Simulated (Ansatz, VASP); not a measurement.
## Two plane-wave programs on BN

Contents of INCAR:

```
SYSTEM = BN
ALGO = Normal
EDIFF = 1E-6
ENCUT = 520
GGA = PE
ISIF = 2
ISMEAR = -1
LASPH = .True.
LCHARG = .False.
LREAL = .False.
LWAVE = .False.
NBANDS = 11
NELM = 80
PREC = Accurate
SIGMA = 0.02
```

The input KPOINTS:

```
k-points
0
Gamma
  12 12 12
  0 0 0
```

File POSCAR:

```
BN
1.0
    0.0000000000      1.8048245542      1.8048245542
    1.8048245542      0.0000000000      1.8048245542
    1.8048245542      1.8048245542      0.0000000000
B N
1 1
Direct
    0.0000000000      0.0000000000      0.0000000000
    0.2500000000      0.2500000000      0.2500000000
```

Input for Ansatz:

```yaml
crystal:
  lattice:
    - [0.0, 1.8048245542, 1.8048245542]
    - [1.8048245542, 0.0, 1.8048245542]
    - [1.8048245542, 1.8048245542, 0.0]
  atoms:
    - { symbol: B, position: [0.0, 0.0, 0.0] }
    - { symbol: "N", position: [0.25, 0.25, 0.25] }
kpoints:
  mp_grid: { grid: [12, 12, 12] }
  band_path:
    path:
      - [0.0, 0.0, 0.0]
      - [-0.5, -0.5, 0.0]
      - [-0.375, -0.375, 0.25]
      - [-0.375, 0.0, 0.375]
      - [0.0, 0.0, 0.5]
      - [-0.5, -0.25, 0.25]
      - [0.0, 0.5, 0.5]
    npoints: 1
hamiltonian:
  xc: pbe
scf:
  occupations: { method: fermi_dirac, width: 0.02 }
  n_extra_bands: 4
output:
  forces: true
  stress: true
  eigenvalues: true
  write_density: true
  write_potential: true
  elf: true
  volumetric_format: npy
```

Alike in both runs: task single point; functional PBE; k mesh 12 × 12 × 12; occupations fermi-dirac, width 0.02 eV; no spin polarisation.

|  | VASP | Ansatz |
| --- | --- | --- |
| version | VASP 6.6.1 | Ansatz 0.2.0 |
| potentials or method | VASP PAW PBE potentials, release 64 (B, N) | plane waves, PAW |
| plane-wave cutoff (eV) | 520 | 420 |
| valence electrons in the cell | 8 | 8 |

```tsv
	VASP	Ansatz	Ansatz less VASP
gap on the k mesh at the Fermi level (eV)	4.46	4.48	+0.012
pressure (GPa)	5.0	4.7	-0.29
```

With one functional, cell and mesh, what is left measures potentials, basis and numerics.
